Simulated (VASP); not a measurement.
# LiTlS2 (P-4m2) in VASP: further runs

Runs on LiTlS2. Level: PBE. Tasks: single point.

Everything below comes from runs of VASP 6.6.1. Logs are shortened: lines on timing, memory, paths and dates and some standing lists are left out, and cuts for length are marked.

### 1 The cell of the first run

Symmetry: P-4m2, No. 115, tetragonal system. The conventional cell has a = 4.025 Å, b = 4.025 Å, c = 5.639 Å, α = 90.00°, β = 90.00°, γ = 90.00°. Li (site symmetry -4m2) has 4 S at 2.39 Å within 3.2 Å. S (site symmetry 2mm) has 2 Li at 2.39 Å and 2 Tl at 2.52 Å within 3.2 Å. Tl (site symmetry -4m2) has 4 S at 2.52 Å within 3.3 Å.

### 2 Single point, PBE (volume changed by -6%)

File INCAR:

```
PREC = Accurate
ENCUT = 520
EDIFF = 1E-6
ISMEAR = 0
SIGMA = 0.01
LREAL = F
LASPH = T
NELM = 60
ALGO = Normal
ISIF = 2
LWAVE = F
LCHARG = F
GGA = PE
NBANDS = 22
```

File KPOINTS:

```
regular mesh
0
Gamma
  6 6 4
```

File POSCAR:

```
LiTlS2
1.0
    4.0247379526      0.0000000000      0.0000000000
    0.0000000000      4.0247379526      0.0000000000
    0.0000000000      0.0000000000      5.6390285209
Li S Tl
1 2 1
Direct
    0.0000000000      0.0000000000      0.0000000000
    0.0000000000      0.5000000000      0.2296019719
    0.5000000000      0.0000000000      0.7703980281
    0.5000000000      0.5000000000      0.5000000000
```

Potentials or basis: VASP PAW PBE potentials, release 64 (Li_sv, S, Tl_d).

Started as:

```
cat potpaw_PBE.64/Li_sv/POTCAR potpaw_PBE.64/S/POTCAR potpaw_PBE.64/Tl_d/POTCAR > POTCAR
mpirun -np 1 vasp_std > vasp.out
```

OUTCAR:

```text
PREC = Accurate
   ENCUT = 520
   EDIFF = 1E-6
   ISMEAR = 0
   LREAL = F
   LASPH = T
   NELM = 60
   ISIF = 2
   GGA = PE

 ion  position               nearest neighbor table
   1  0.000  0.000  0.000-   2 2.39   3 2.39   2 2.39   3 2.39
   2  0.000  0.500  0.230-   1 2.39   1 2.39   4 2.52   4 2.52
   3  0.500  0.000  0.770-   1 2.39   1 2.39   4 2.52   4 2.52
   4  0.500  0.500  0.500-   2 2.52   3 2.52   3 2.52   2 2.52

  LATTYP: Found a simple tetragonal cell.
 ALAT       =     4.0247379526
 C/A-ratio  =     1.4010920928

  Lattice vectors:

 A1 = (   4.0247379526,   0.0000000000,   0.0000000000)
 A2 = (   0.0000000000,   4.0247379526,   0.0000000000)
 A3 = (   0.0000000000,   0.0000000000,   5.6390285209)

Analysis of symmetry for initial positions (statically):
=====================================================================
 Subroutine PRICEL returns:
 Original cell was already a primitive cell.

 Routine SETGRP: Setting up the symmetry group for a
 simple tetragonal supercell.

 Subroutine GETGRP returns: Found  8 space group operations
 (whereof  8 operations were pure point group operations)
 out of a pool of 16 trial point group operations.

The static configuration has the point symmetry D_2d.

Analysis of symmetry for dynamics (positions and initial velocities):
=====================================================================
 Subroutine PRICEL returns:
 Original cell was already a primitive cell.

 Routine SETGRP: Setting up the symmetry group for a
 simple tetragonal supercell.

 Subroutine GETGRP returns: Found  8 space group operations
 (whereof  8 operations were pure point group operations)
 out of a pool of 16 trial point group operations.

The dynamic configuration has the point symmetry D_2d.

 Subroutine INISYM returns: Found  8 space group operations
 (whereof  8 operations are pure point group operations),
 and found     1 'primitive' translations

----------------------------------------------------------------------------------------

                                     Primitive cell

  volume of cell :      91.3439

  direct lattice vectors                    reciprocal lattice vectors
     4.024737953  0.000000000  0.000000000     0.248463381  0.000000000  0.000000000
     0.000000000  4.024737953  0.000000000     0.000000000  0.248463381  0.000000000
     0.000000000  0.000000000  5.639028521     0.000000000  0.000000000  0.177335510

  length of vectors
     4.024737953  4.024737953  5.639028521     0.248463381  0.248463381  0.177335510

  position of ions in fractional coordinates (direct lattice)
     0.000000000  0.000000000  0.000000000
     0.000000000  0.500000000  0.229601972
     0.500000000  0.000000000  0.770398028
     0.500000000  0.500000000  0.500000000

  ion indices of the primitive-cell ions
   primitive index   ion index
                 1           1
                 2           2
                 3           3
                 4           4

----------------------------------------------------------------------------------------

 KPOINTS: regular mesh

Automatic generation of k-mesh.
 Grid dimensions read from file:
 generate k-points for:    6    6    4

 Generating k-lattice:

  Cartesian coordinates                     Fractional coordinates (reciprocal lattice)
     0.041410564  0.000000000  0.000000000     0.166666667  0.000000000  0.000000000
     0.000000000  0.041410564  0.000000000     0.000000000  0.166666667  0.000000000
     0.000000000  0.000000000  0.044333878     0.000000000  0.000000000  0.250000000

  Length of vectors
     0.041410564  0.041410564  0.044333878

  Shift w.r.t. Gamma in fractional coordinates (k-lattice)
     0.000000000  0.000000000  0.000000000

 Subroutine IBZKPT returns following result:
 ===========================================

 Found     30 irreducible k-points:

 Following reciprocal coordinates:
            Coordinates               Weight
  0.000000  0.000000  0.000000      1.000000
  0.166667  0.000000  0.000000      4.000000
  0.333333  0.000000  0.000000      4.000000
  0.500000  0.000000  0.000000      2.000000
  0.166667  0.166667  0.000000      4.000000
  0.333333  0.166667  0.000000      8.000000
[... 16 lines left out ...]
  0.333333  0.000000  0.500000      4.000000
  0.500000  0.000000  0.500000      2.000000
 [... further k-points ...]
   k-points           NKPTS =     30   k-points in BZ     NKDIM =     30   number of bands    NBANDS=     22
   number of dos      NEDOS =    301   number of ions     NIONS =      4
   total plane-waves  NPLWV =  37800
   dimension x,y,z NGX =    30 NGY =   30 NGZ =   42
   dimension x,y,z NGXF=    60 NGYF=   60 NGZF=   84
   ions per type =               1   2   1
   NGX,Y,Z   is equivalent  to a cutoff of  12.39, 12.39, 12.38 a.u.
   NGXF,Y,Z  is equivalent  to a cutoff of  24.78, 24.78, 24.76 a.u.
 SYSTEM =  unknown system
   PREC   = accura    normal or accurate (medium, high low for compatibility)
   ISTART =      0    job   : 0-new  1-cont  2-samecut
   ICHARG =      2    charge: 1-file 2-atom 10-const
   ISPIN  =      1    spin polarized calculation?
   LNONCOLLINEAR =      F non collinear calculations
   LSORBIT =      F    spin-orbit coupling
   LASPH  =      T    aspherical Exc in radial PAW
   ENCUT  =  520.0 eV  38.22 Ry    6.18 a.u.   7.48  7.48 10.48*2*pi/ulx,y,z
   NELM   =     60;   NELMIN=  2; NELMDL= -5     # of ELM steps
   EDIFF  = 0.1E-05   stopping-criterion for ELM
   LREAL  =      F    real-space projection
   EDIFFG = 0.1E-04   stopping-criterion for IOM
   NSW    =      0    number of steps for IOM
   IBRION =     -1    ionic relax: 0-MD 1-quasi-New 2-CG
   NFREE  =      0    steps in history (QN), initial steepest desc. (CG)
   ISIF   =      2    stress and relaxation
   ISYM   =      2    0-nonsym 1-usesym 2-fastsym
   POTIM  = 0.5000    time-step for ionic-motion
   TEBEG  =    0.0;   TEEND  =   0.0 temperature during run
   PSTRESS=    0.0 pullay stress
   NELECT =      28.0000    total number of electrons
   NUPDOWN=      -1.0000    fix difference up-down
   EMIN   =  10.00;   EMAX   =-10.00  energy-range for DOS
   EFERMI =   0.00;   METHOD = LEGACY
   ISMEAR =     0;   SIGMA  =   0.01  broadening in eV -4-tet -1-fermi 0-gaus
   EFERMI_NEDOS =   21; number of points for ismear=-14 and -15
   IALGO  =     38    algorithm
   IMIX   =      4    mixing-type and parameters
     AMIX     =   0.40;   BMIX     =  1.00
     AMIX_MAG =   1.60;   BMIX_MAG =  1.00
  volume/ion in A,a.u.               =      22.84       154.10
  Fermi-wavevector in a.u.,A,eV,Ry     =   1.103827  2.085931 16.577801  1.218434
  Thomas-Fermi vector in A             =   2.240291
   LORBIT       =      0    0 simple, 1 ext, 2 COOP (PROOUT), +10 PAW based schemes
   GGA     = PE    functional components
   LHFCALC =     F    Hartree Fock is set to
   AEXX    =    0.0000 exact exchange contribution
   IVDW    =     0    specifies the selected vdW correction
   LEPSILON=     F    determine dielectric tensor
   LRPA    =     F    only Hartree local field effects (RPA)
 non-spin polarized calculation
 Gauss-broadening in eV      SIGMA  =   0.01
  energy-cutoff  :      520.00
  volume of cell :       91.34
 maximum number of plane-waves:      2484
 NGX is ok and might be reduce to    30
   NGX = 15   NGY = 15   NGZ = 21

 number of electron      28.0000000 magnetization

 Free energy of the ion-electron system (eV)
  ---------------------------------------------------
  ext. energy  EPLUGINS =         0.00000000
  ---------------------------------------------------
  free energy    TOTEN  =       -14.83577115 eV

  energy without entropy =      -14.83577115  energy(sigma->0) =      -14.83577115

 E-fermi :   2.6793     XC(G=0):  -8.7607

 val. band max:        2.5711675875   @ k =   0.0000   0.0000   0.0000
 cond. band min:       3.5753790498   @ k =   0.0000   0.0000   0.0000
 fundamental gap:      1.0042114623
 Fermi energy:         2.6793344383

 k-point     1 :       0.0000    0.0000    0.0000
  band No.  band energies     occupation
      1     -41.3414      2.00000
      2      -9.7893      2.00000
      3      -9.4635      2.00000
      4      -8.0810      2.00000
      5      -8.0810      2.00000
      6      -7.9365      2.00000
[... 14 lines left out ...]
     21      12.6207      0.00000
     22      14.0829      0.00000

 k-point     2 :       0.1667    0.0000    0.0000
  band No.  band energies     occupation
      1     -41.3413      2.00000
      2      -9.7313      2.00000
      3      -9.4662      2.00000
      4      -8.0780      2.00000
      5      -8.0285      2.00000
      6      -7.9043      2.00000
[... 14 lines left out ...]
     21      12.4080      0.00000
     22      12.9666      0.00000

 k-point     3 :       0.3333    0.0000    0.0000
  band No.  band energies     occupation
      1     -41.3411      2.00000
      2      -9.6191      2.00000
      3      -9.4847      2.00000
      4      -8.0720      2.00000
      5      -7.9544      2.00000
      6      -7.8168      2.00000
[... 14 lines left out ...]
     21      11.7301      0.00000
     22      11.8136      0.00000

 k-point     4 :       0.5000    0.0000    0.0000
  band No.  band energies     occupation
      1     -41.3410      2.00000
      2      -9.5534      2.00000
      3      -9.5117      2.00000
      4      -8.0689      2.00000
      5      -7.9366      2.00000
      6      -7.8325      2.00000
[... 14 lines left out ...]
     21      11.1995      0.00000
     22      11.8041      0.00000

 k-point     5 :       0.1667    0.1667    0.0000
  band No.  band energies     occupation
      1     -41.3412      2.00000
      2      -9.6807      2.00000
      3      -9.4658      2.00000
      4      -8.0774      2.00000
      5      -7.9701      2.00000
      6      -7.8619      2.00000
[... 14 lines left out ...]
     21      11.7510      0.00000
     22      11.9873      0.00000

 k-point     6 :       0.3333    0.1667    0.0000
  band No.  band energies     occupation
      1     -41.3410      2.00000
      2      -9.5855      2.00000
      3      -9.4769      2.00000
      4      -8.0533      2.00000
      5      -7.9177      2.00000
      6      -7.8385      2.00000
[... 14 lines left out ...]
     21      11.4534      0.00000
     22      11.7218      0.00000

 k-point     7 :       0.5000    0.1667    0.0000
  band No.  band energies     occupation
      1     -41.3410      2.00000
      2      -9.5346      2.00000
      3      -9.4940      2.00000
      4      -8.0420      2.00000
      5      -7.9025      2.00000
      6      -7.8548      2.00000
[... 324 lines left out ...]
      6      -7.8398      2.00000
[... 14 lines left out ...]
     21      12.1260      0.00000
     22      13.1872      0.00000

 k-point    21 :       0.0000    0.0000    0.5000
  band No.  band energies     occupation
      1     -41.3414      2.00000
      2      -9.6339      2.00000
      3      -9.5199      2.00000
      4      -8.0852      2.00000
      5      -8.0852      2.00000
      6      -7.9249      2.00000
[... 14 lines left out ...]
     21      10.9229      0.00000
     22      11.9202      0.00000

 k-point    22 :       0.1667    0.0000    0.5000
  band No.  band energies     occupation
      1     -41.3413      2.00000
      2      -9.6165      2.00000
      3      -9.5033      2.00000
      4      -8.0819      2.00000
      5      -7.9978      2.00000
      6      -7.9022      2.00000
[... 14 lines left out ...]
     21      10.7231      0.00000
     22      11.5455      0.00000

 k-point    23 :       0.3333    0.0000    0.5000
  band No.  band energies     occupation
      1     -41.3411      2.00000
      2      -9.5839      2.00000
      3      -9.4889      2.00000
      4      -8.0753      2.00000
      5      -7.9190      2.00000
      6      -7.8164      2.00000
[... 14 lines left out ...]
     21      10.8622      0.00000
     22      11.5210      0.00000

 k-point    24 :       0.5000    0.0000    0.5000
  band No.  band energies     occupation
      1     -41.3410      2.00000
      2      -9.5698      2.00000
      3      -9.4875      2.00000
      4      -8.0719      2.00000
      5      -7.9087      2.00000
      6      -7.8319      2.00000
[... 14 lines left out ...]
     21      11.1706      0.00000
     22      11.5731      0.00000

 [... further k-points ...]

------------------------ aborting loop because EDIFF is reached ----------------------------------------

  FORCE on cell =-STRESS in cart. coord.  units (eV):
  Direction    XX          YY          ZZ          XY          YZ          ZX
  --------------------------------------------------------------------------------------
  -------------------------------------------------------------------------------------
  Total        1.6956556      1.6956556      1.7635817      0.0000000      0.0000000      0.0000000
  in kB       29.7419009     29.7419009     30.9333291      0.0000000      0.0000000      0.0000000
  external PRESSURE =      30.1390436 kB  Pullay stress =       0.0000000 kB

 VOLUME and BASIS-vectors are now :
 -----------------------------------------------------------------------------
  energy-cutoff  :      520.00
  volume of cell :       91.34
      direct lattice vectors                 reciprocal lattice vectors
     4.024737953  0.000000000  0.000000000     0.248463381  0.000000000  0.000000000
     0.000000000  4.024737953  0.000000000     0.000000000  0.248463381  0.000000000
     0.000000000  0.000000000  5.639028521     0.000000000  0.000000000  0.177335510

 POSITION                                       TOTAL-FORCE (eV/Angst)
 -----------------------------------------------------------------------------------
      0.00000      0.00000      0.00000         0.000000      0.000000      0.000000
      0.00000      2.01237      1.29473        -0.000000      0.000000     -0.288958
      2.01237      0.00000      4.34430         0.000000      0.000000      0.288958
      2.01237      2.01237      2.81951         0.000000     -0.000000      0.000000
 -----------------------------------------------------------------------------------
    total drift:                                0.000000      0.000000      0.000000

  FREE ENERGIE OF THE ION-ELECTRON SYSTEM (eV)
  ---------------------------------------------------
  free  energy   TOTEN  =       -14.8357711507 eV

  energy  without entropy=      -14.8357711507  energy(sigma->0) =      -14.83577115
```

Run time: 30 s. Hardware: 1 thread of AMD EPYC 9R45 (Zen 5), shared host; peak memory 0.19 GiB.

What came out:

```
Free energy            : -14.8358 eV
Largest force          : 0.289 eV/Å
Band gap on the k mesh : 1.00 eV, direct
```

Forces on the atoms (eV/Å):
```
Li   0.000  0.000  0.000
S    0.000  0.000 -0.289
S    0.000  0.000  0.289
Tl   0.000  0.000  0.000
```

Levels at points of the mesh, in eV from the valence-band top:
| k point | band 10 | band 11 | band 12 | band 13 | band 14 | band 15 | band 16 | band 17 | band 18 | band 19 |
| --- | --- | --- | --- | --- | --- | --- | --- | --- | --- | --- |
| (0.00, 0.00, 0.00) | -1.77 | -1.77 | -0.21 | 0.00 | 0.00 | 1.00 | 3.71 | 5.90 | 6.50 | 6.50 |
| (0.50, 0.00, 0.00) | -2.29 | -2.09 | -1.66 | -0.98 | -0.51 | 2.77 | 5.96 | 6.00 | 6.88 | 7.25 |
| (0.50, 0.50, 0.00) | -2.21 | -1.98 | -1.78 | -1.78 | -1.19 | 2.22 | 3.70 | 3.70 | 7.15 | 9.67 |
| (0.00, 0.00, 0.50) | -1.31 | -1.26 | -1.26 | -0.71 | -0.71 | 2.58 | 3.99 | 5.51 | 7.44 | 7.52 |
| (0.50, 0.00, 0.50) | -3.17 | -0.90 | -0.82 | -0.57 | -0.51 | 1.42 | 5.54 | 6.35 | 6.80 | 7.39 |
| (0.50, 0.50, 0.50) | -2.97 | -2.15 | -2.15 | -1.72 | -1.53 | 3.67 | 5.64 | 5.64 | 7.82 | 7.82 |

Caveat: the cutoff is under 1.25 times the usual one of these potentials, so pressure, stress and relaxed cells hold a basis-set (Pulay) error; spin-orbit coupling is left out, which moves the levels of the heavy elements. A k mesh can miss the band edges.

(Continued in part 2 of 2.)
